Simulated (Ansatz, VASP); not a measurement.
**Sc2GeSe: VASP beside Ansatz**

```
Sc Ge Se
1.0
     5.03850    0.00000    0.00000
     0.00000    5.14953    0.00000
     0.00000    0.00000    5.29528
Sc Ge Se
2 1 1
Direct
  0.00000 0.00000 0.00000
  0.50000 0.50000 0.00000
  0.00000 0.00000 0.50000
  0.00000 0.50000 0.00000
```

Alike in both runs: task single point; functional PBE; k mesh 4 × 4 × 4; occupations gaussian, width 0.1 eV; collinear spin.

|  | VASP | Ansatz |
| --- | --- | --- |
| version | VASP 6.6.1 | Ansatz 0.2.0 |
| potentials or method | VASP PAW PBE potentials, release 64 (Sc_sv, Ge_d, Se), cutoff 520 eV | scalar-relativistic, plane waves, PAW |
| valence electrons in the cell | 42 | 52 |

|  | VASP | Ansatz | Ansatz less VASP |
| --- | --- | --- | --- |
| gap on the k mesh at the Fermi level (eV) | none | none | - |
| pressure (GPa) | 0.1 | 0.0 | -0.09 |
| traceless stress, the component that is largest in VASP (GPa) | -0.06 | 0.00 | +0.061 |
| net moment per atom (μB) | 0.02 | 0.03 | +0.007 |
| size of the moment on the site where the two differ most (μB) | 0.03 | 0.03 | +0.002 |

Site moments also hang on the region over which each program counts them. A gap of «none» marks a metal or a gap that the smearing closes. VASP's potentials hold 42 valence electrons a cell and Ansatz's 52, so a difference there can come from the potentials and not from the codes. Ansatz's warnings: seeded moment not kept.
